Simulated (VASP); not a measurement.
# LaGdSe3 (Pm-3m) in VASP: single point with PBE

Aim: the single point of LaGdSe3 with PBE.

Everything below comes from runs of VASP 6.6.1. Logs are shortened: lines on timing, memory, paths and dates and some standing lists are left out, and cuts for length are marked.

### 1 The cell of the first run

It takes space group Pm-3m (No. 221, cubic). The conventional cell has a = 5.613 Å, b = 5.613 Å, c = 5.613 Å, α = 90.00°, β = 90.00°, γ = 90.00°. La (site symmetry m-3m) has 6 Se at 2.81 Å within 3.7 Å. Within 5.2 Å of Gd (site symmetry m-3m) lie 12 Se at 3.97 Å and 8 La at 4.86 Å. Se (site symmetry 4/mmm) has 2 La at 2.81 Å within 3.7 Å.

The cell was generated, and may not be a known phase.

### 2 Single point, PBE, collinear spin, ferromagnetic start

Contents of INCAR:

```
SYSTEM = LaGdSe3
PREC = Accurate ; ENCUT = 520
EDIFF = 1E-6 ; ISMEAR = 0
SIGMA = 0.1 ; LREAL = .FALSE.
LASPH = .TRUE. ; NELM = 150
ALGO = Normal ; ISIF = 2
LWAVE = .FALSE. ; LCHARG = .FALSE.
ISPIN = 2 ; MAGMOM = 0 7 0 0 0
LORBIT = 11 ; LMAXMIX = 6
GGA = PE ; NBANDS = 36
```

Contents of KPOINTS:

```
Automatic mesh
0
G
  4 4 4
  0 0 0
```

Contents of POSCAR:

```
LaGdSe3
1.0
    5.6128771272      0.0000000000      0.0000000000
    0.0000000000      5.6128771272      0.0000000000
    0.0000000000      0.0000000000      5.6128771272
La Gd Se
1 1 3
Direct
    0.5000000000      0.5000000000      0.5000000000
    0.0000000000      0.0000000000      0.0000000000
    0.0000000000      0.5000000000      0.5000000000
    0.5000000000      0.0000000000      0.5000000000
    0.5000000000      0.5000000000      0.0000000000
```

Potentials or basis: VASP PAW PBE potentials, release 64 (La, Gd, Se).

The run is started by

```
$ cat potpaw_PBE.64/La/POTCAR potpaw_PBE.64/Gd/POTCAR potpaw_PBE.64/Se/POTCAR > POTCAR
$ mpirun -np 1 vasp_std > vasp.out
```

OUTCAR:

```text
SYSTEM = LaGdSe3
   PREC = Accurate
   ENCUT = 520
   EDIFF = 1E-6
   ISMEAR = 0
   LREAL = .FALSE.
   LASPH = .TRUE.
   NELM = 150
   ISIF = 2
   ISPIN = 2
   LORBIT = 11
   GGA = PE

 ion  position               nearest neighbor table
   1  0.500  0.500  0.500-   3 2.81   4 2.81   5 2.81   5 2.81   4 2.81   3 2.81
   2  0.000  0.000  0.000-
   3  0.000  0.500  0.500-   1 2.81   1 2.81
   4  0.500  0.000  0.500-   1 2.81   1 2.81
   5  0.500  0.500  0.000-   1 2.81   1 2.81

  LATTYP: Found a simple cubic cell.
 ALAT       =     5.6128771272

  Lattice vectors:

 A1 = (   5.6128771272,   0.0000000000,   0.0000000000)
 A2 = (   0.0000000000,   5.6128771272,   0.0000000000)
 A3 = (   0.0000000000,   0.0000000000,   5.6128771272)

Analysis of symmetry for initial positions (statically):
=====================================================================
 Subroutine PRICEL returns:
 Original cell was already a primitive cell.

 Routine SETGRP: Setting up the symmetry group for a
 simple cubic supercell.

 Subroutine GETGRP returns: Found 48 space group operations
 (whereof 48 operations were pure point group operations)
 out of a pool of 48 trial point group operations.

The static configuration has the point symmetry O_h .

Analysis of symmetry for dynamics (positions and initial velocities):
=====================================================================
 Subroutine PRICEL returns:
 Original cell was already a primitive cell.

 Routine SETGRP: Setting up the symmetry group for a
 simple cubic supercell.

 Subroutine GETGRP returns: Found 48 space group operations
 (whereof 48 operations were pure point group operations)
 out of a pool of 48 trial point group operations.

The dynamic configuration has the point symmetry O_h .

Analysis of structural, dynamic, and magnetic symmetry:
=====================================================================
 Subroutine PRICEL returns:
 Original cell was already a primitive cell.

 Routine SETGRP: Setting up the symmetry group for a
 simple cubic supercell.

 Subroutine GETGRP returns: Found 48 space group operations
 (whereof 48 operations were pure point group operations)
 out of a pool of 48 trial point group operations.

The overall configuration has the point symmetry O_h .

 Subroutine INISYM returns: Found 48 space group operations
 (whereof 48 operations are pure point group operations),
 and found     1 'primitive' translations

----------------------------------------------------------------------------------------

                                     Primitive cell

  volume of cell :     176.8303

  direct lattice vectors                    reciprocal lattice vectors
     5.612877127  0.000000000  0.000000000     0.178161748  0.000000000  0.000000000
     0.000000000  5.612877127  0.000000000     0.000000000  0.178161748  0.000000000
     0.000000000  0.000000000  5.612877127     0.000000000  0.000000000  0.178161748

  length of vectors
     5.612877127  5.612877127  5.612877127     0.178161748  0.178161748  0.178161748

  position of ions in fractional coordinates (direct lattice)
     0.500000000  0.500000000  0.500000000
     0.000000000  0.000000000  0.000000000
     0.000000000  0.500000000  0.500000000
     0.500000000  0.000000000  0.500000000
     0.500000000  0.500000000  0.000000000

  ion indices of the primitive-cell ions
   primitive index   ion index
                 1           1
                 2           2
                 3           3
                 4           4
                 5           5

----------------------------------------------------------------------------------------

 KPOINTS: Automatic mesh

Automatic generation of k-mesh.
 Grid dimensions read from file:
 generate k-points for:    4    4    4

 Generating k-lattice:

  Cartesian coordinates                     Fractional coordinates (reciprocal lattice)
     0.044540437  0.000000000  0.000000000     0.250000000  0.000000000  0.000000000
     0.000000000  0.044540437  0.000000000     0.000000000  0.250000000  0.000000000
     0.000000000  0.000000000  0.044540437     0.000000000  0.000000000  0.250000000

  Length of vectors
     0.044540437  0.044540437  0.044540437

  Shift w.r.t. Gamma in fractional coordinates (k-lattice)
     0.000000000  0.000000000  0.000000000

 Subroutine IBZKPT returns following result:
 ===========================================

 Found     10 irreducible k-points:

 Following reciprocal coordinates:
            Coordinates               Weight
  0.000000  0.000000  0.000000      1.000000
  0.250000  0.000000  0.000000      6.000000
  0.500000  0.000000  0.000000      3.000000
  0.250000  0.250000  0.000000     12.000000
  0.500000  0.250000  0.000000     12.000000
  0.500000  0.500000  0.000000      3.000000
  0.250000  0.250000  0.250000      8.000000
  0.500000  0.250000  0.250000     12.000000
  0.500000  0.500000  0.250000      6.000000
  0.500000  0.500000  0.500000      1.000000
   k-points           NKPTS =     10   k-points in BZ     NKDIM =     10   number of bands    NBANDS=     36
   number of dos      NEDOS =    301   number of ions     NIONS =      5
   total plane-waves  NPLWV =  74088
   dimension x,y,z NGX =    42 NGY =   42 NGZ =   42
   dimension x,y,z NGXF=    84 NGYF=   84 NGZF=   84
   ions per type =               1   1   3
   NGX,Y,Z   is equivalent  to a cutoff of  12.44, 12.44, 12.44 a.u.
   NGXF,Y,Z  is equivalent  to a cutoff of  24.88, 24.88, 24.88 a.u.
 SYSTEM =  LaGdSe3
   PREC   = accura    normal or accurate (medium, high low for compatibility)
   ISTART =      0    job   : 0-new  1-cont  2-samecut
   ICHARG =      2    charge: 1-file 2-atom 10-const
   ISPIN  =      2    spin polarized calculation?
   LNONCOLLINEAR =      F non collinear calculations
   LSORBIT =      F    spin-orbit coupling
   LASPH  =      T    aspherical Exc in radial PAW
   ENCUT  =  520.0 eV  38.22 Ry    6.18 a.u.  10.44 10.44 10.44*2*pi/ulx,y,z
   NELM   =    150;   NELMIN=  2; NELMDL= -5     # of ELM steps
   EDIFF  = 0.1E-05   stopping-criterion for ELM
   LREAL  =      F    real-space projection
   EDIFFG = 0.1E-04   stopping-criterion for IOM
   NSW    =      0    number of steps for IOM
   IBRION =     -1    ionic relax: 0-MD 1-quasi-New 2-CG
   NFREE  =      0    steps in history (QN), initial steepest desc. (CG)
   ISIF   =      2    stress and relaxation
   ISYM   =      2    0-nonsym 1-usesym 2-fastsym
   POTIM  = 0.5000    time-step for ionic-motion
   TEBEG  =    0.0;   TEEND  =   0.0 temperature during run
   PSTRESS=    0.0 pullay stress
   NELECT =      47.0000    total number of electrons
   NUPDOWN=      -1.0000    fix difference up-down
   EMIN   =  10.00;   EMAX   =-10.00  energy-range for DOS
   EFERMI =   0.00;   METHOD = LEGACY
   ISMEAR =     0;   SIGMA  =   0.10  broadening in eV -4-tet -1-fermi 0-gaus
   EFERMI_NEDOS =   21; number of points for ismear=-14 and -15
   IALGO  =     38    algorithm
   IMIX   =      4    mixing-type and parameters
     AMIX     =   0.40;   BMIX     =  1.00
     AMIX_MAG =   1.60;   BMIX_MAG =  1.00
  volume/ion in A,a.u.               =      35.37       238.66
  Fermi-wavevector in a.u.,A,eV,Ry     =   1.052580  1.989088 15.074239  1.107925
  Thomas-Fermi vector in A             =   2.187669
   LORBIT       =     11    0 simple, 1 ext, 2 COOP (PROOUT), +10 PAW based schemes
   GGA     = PE    functional components
   LHFCALC =     F    Hartree Fock is set to
   AEXX    =    0.0000 exact exchange contribution
   IVDW    =     0    specifies the selected vdW correction
   LEPSILON=     F    determine dielectric tensor
   LRPA    =     F    only Hartree local field effects (RPA)
 spin polarized calculation
 Gauss-broadening in eV      SIGMA  =   0.10
  energy-cutoff  :      520.00
  volume of cell :      176.83
 maximum number of plane-waves:      4782
 NGX is ok and might be reduce to    42
   NGX = 21   NGY = 21   NGZ = 21

 number of electron      46.9999971 magnetization       6.6072213

 Free energy of the ion-electron system (eV)
  ---------------------------------------------------
  ext. energy  EPLUGINS =         0.00000000
  ---------------------------------------------------
  free energy    TOTEN  =       -32.17383504 eV

  energy without entropy =      -32.11177476  energy(sigma->0) =      -32.14280490

 E-fermi :   2.4753     XC(G=0):  -8.4886

 val. band max:        2.4733837766   @ k =   0.0000   0.0000   0.0000
 cond. band min:       2.5197666493   @ k =   0.5000   0.5000   0.2500
 fundamental gap:      0.0463828727
 Fermi energy:         2.4753200193

 spin component 1

 k-point     1 :       0.0000    0.0000    0.0000
  band No.  band energies     occupation
      1     -43.8262      1.00000
      2     -28.4012      1.00000
      3     -21.2812      1.00000
      4     -21.2812      1.00000
      5     -21.2812      1.00000
      6     -12.5125      1.00000
[... 369 lines left out ...]
     34       6.4678      0.00000
     35       6.4678      0.00000
 Fermi energy:         2.4753200193

 spin component 2

 k-point     1 :       0.0000    0.0000    0.0000
  band No.  band energies     occupation
      1     -40.8473      1.00000
      2     -28.4014      1.00000
      3     -19.1271      1.00000
      4     -19.1271      1.00000
      5     -19.1271      1.00000
      6     -12.5131      1.00000
[... 369 lines left out ...]
     34       6.4660      0.00000
     35       6.4660      0.00000
 [bands above 35 left out]

------------------------ aborting loop because EDIFF is reached ----------------------------------------

  FORCE on cell =-STRESS in cart. coord.  units (eV):
  Direction    XX          YY          ZZ          XY          YZ          ZX
  --------------------------------------------------------------------------------------
  -------------------------------------------------------------------------------------
  Total        0.3641327      0.3641327      0.3641327     -0.0000000     -0.0000000      0.0000000
  in kB        3.2992380      3.2992380      3.2992380     -0.0000000     -0.0000000      0.0000000
  external PRESSURE =       3.2992380 kB  Pullay stress =       0.0000000 kB

 VOLUME and BASIS-vectors are now :
 -----------------------------------------------------------------------------
  energy-cutoff  :      520.00
  volume of cell :      176.83
      direct lattice vectors                 reciprocal lattice vectors
     5.612877127  0.000000000  0.000000000     0.178161748  0.000000000  0.000000000
     0.000000000  5.612877127  0.000000000     0.000000000  0.178161748  0.000000000
     0.000000000  0.000000000  5.612877127     0.000000000  0.000000000  0.178161748

 POSITION                                       TOTAL-FORCE (eV/Angst)
 -----------------------------------------------------------------------------------
      2.80644      2.80644      2.80644         0.000000      0.000000      0.000000
      0.00000      0.00000      0.00000         0.000000      0.000000      0.000000
      0.00000      2.80644      2.80644         0.000000      0.000000      0.000000
      2.80644      0.00000      2.80644         0.000000      0.000000      0.000000
      2.80644      2.80644      0.00000         0.000000      0.000000      0.000000
 -----------------------------------------------------------------------------------
    total drift:                               -0.000000     -0.000000     -0.000000

  FREE ENERGIE OF THE ION-ELECTRON SYSTEM (eV)
  ---------------------------------------------------
  free  energy   TOTEN  =       -32.1738350370 eV

  energy  without entropy=      -32.1117747560  energy(sigma->0) =      -32.14280490

 total charge

# of ion       s       p       d       f       tot
--------------------------------------------------
    1        2.035   5.682   0.747   0.251   8.715
    2        1.995   5.584   0.188   7.319  15.086
    3        1.461   2.390   0.010   0.000   3.862
    4        1.461   2.390   0.010   0.000   3.862
    5        1.461   2.390   0.010   0.000   3.862
--------------------------------------------------
tot          8.414  18.437   0.966   7.571  35.388

 magnetization (x)

# of ion       s       p       d       f       tot
--------------------------------------------------
    1       -0.000   0.000  -0.001   0.001  -0.000
    2       -0.007  -0.078   0.049   6.488   6.452
    3       -0.000  -0.020   0.000   0.000  -0.020
    4       -0.000  -0.020   0.000   0.000  -0.020
    5       -0.000  -0.020   0.000   0.000  -0.020
--------------------------------------------------
tot         -0.007  -0.139   0.048   6.489   6.391
```

It took 22 min on 1 thread of Intel Xeon 8259CL, shared host; peak memory 0.43 GiB.

Results:

| Property | Result |
| --- | --- |
| Free energy | -32.1738 eV |
| Pressure | 0.3 GPa |
| Net moment | 6.61 μB per cell |
| Site moments | La -0.00; Gd +6.45; Se -0.02 μB |
| Valence electrons inside the program's atomic spheres | La 8.71; Gd 15.09; Se 3.86 |

Caveat: spin-orbit coupling is left out, which moves the levels of the heavy elements; a cell with one magnetic atom can't hold antiferromagnetic order, which such compounds often take; semilocal functionals describe open f shells poorly, which spoils levels, moments and volumes. With open d or f shells a metallic result of PBE can be an artefact of self-interaction; +U or a hybrid may open a gap.
